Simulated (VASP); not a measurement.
A run of VASP 6.6.1 is set up as follows.

File INCAR:

```
SYSTEM = Na4MgCo2O6
  PREC = Accurate
  ENCUT = 520
  EDIFF = 1E-8
  ISMEAR = -1
  SIGMA = 0.02
  LREAL = .False.
  LASPH = .True.
  NELM = 150
  ALGO = Normal
  ISIF = 2
  LWAVE = .False.
  LCHARG = .False.
  ISPIN = 2
  MAGMOM = 0 0 0 0 0 4 4 0 0 0 0 0 0
  LORBIT = 11
  LMAXMIX = 4
  GGA = PE
  LEFG = .True.
  NBANDS = 58
  KPAR = 4
```

Contents of KPOINTS:

```
regular mesh
0
Gamma
  5 5 4
  0 0 0
```

Contents of POSCAR:

```
Na4MgCo2O6
1.0
    5.9900858577      0.0000000000      0.0000000000
   -2.6585318495      5.3734114788      0.0000000000
   -2.5727068328     -1.5143921008      5.3305115818
Na Mg Co O
4 1 2 6
Direct
    0.1230962900      0.2876105200      0.4765108900
    0.8511832800      0.7315584100      0.4639378100
    0.3479420200      0.8224755200      0.3646170700
    0.0120159200      0.1298025500      0.9614919900
    0.6889072300      0.4154419000      0.7721097900
    0.5902620300      0.2309424900      0.1614789400
    0.4012496900      0.7545545300      0.8611395300
    0.3625882000      0.0700120400      0.7895619400
    0.8927146100      0.4931793200      0.1636984800
    0.4306325500      0.2505445500      0.3497219500
    0.0490672600      0.4867746000      0.7668836700
    0.6005828200      0.7074311800      0.7209164400
    0.6622580700      0.9446723600      0.2074554800
```

Potentials or basis: VASP PAW PBE potentials, release 64 (Na_pv, Mg, Co, O).

Command:

```sh
$ cat potpaw_PBE.64/Na_pv/POTCAR potpaw_PBE.64/Mg/POTCAR potpaw_PBE.64/Co/POTCAR potpaw_PBE.64/O/POTCAR > POTCAR
$ mpirun -np 4 vasp_std > vasp.out
```

Question: Predict the band gap on the k mesh.

Answer: 0.11 eV (least direct gap 0.14 eV).

Question: Estimate the largest force.

Answer: 0.180 eV/Å.

Question: Predict the pressure.

Answer: 0.0 GPa.

Question: What does it give for the net moment?

Answer: 8.00 μB per cell.

Forces in eV/Å, atoms in the order of the input:
```
Na  -0.045  0.023  0.010
Na   0.004 -0.041 -0.015
Na  -0.004  0.021  0.032
Na   0.021  0.007  0.011
Mg  -0.002  0.029  0.023
Co  -0.060  0.008 -0.078
Co   0.054  0.062 -0.046
O    0.041  0.047 -0.007
O    0.071  0.055  0.014
O   -0.003 -0.025  0.087
O   -0.122 -0.130 -0.025
O    0.077 -0.052 -0.012
O   -0.030 -0.004  0.005
```

Caveat: without QUAD_EFG the Cq values of the log hold for a quadrupole moment of 1 mb, not for the nuclei. A k mesh can miss the band edges.
